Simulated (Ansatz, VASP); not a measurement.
## One calculation of Cu, two programs

```
Cu
1.0
     2.48737    0.00000    0.00000
    -1.24369    2.15413    0.00000
     0.00000    0.00000   20.06190
Cu
3
Direct
  0.16667 0.33333 0.40025
  0.50000 0.00000 0.50000
  0.83333 0.66667 0.59975
```

Alike in both runs: functional LDA; k mesh 17 × 17 × 1; occupations fermi-dirac, width 0.05 eV; no spin polarisation.

Ansatz relaxed the structure, and its values are those at the end. VASP's run is a single point on that final structure, the one shown.

```csv
,VASP,Ansatz
version,VASP 6.6.1,Ansatz 0.2.0
potentials or method,"VASP PAW LDA potentials, release 64 (Cu), cutoff 520 eV","all-electron LAPW, scalar-relativistic"
```

```csv
,VASP,Ansatz,Ansatz less VASP
rms of the force components (eV/Å),0.017,0.001,-0.0157
```

LDA's correlation is that of Perdew and Zunger in VASP and of Perdew and Wang (1992) in Ansatz. Ansatz ran all-electron here, and VASP with PAW potentials.
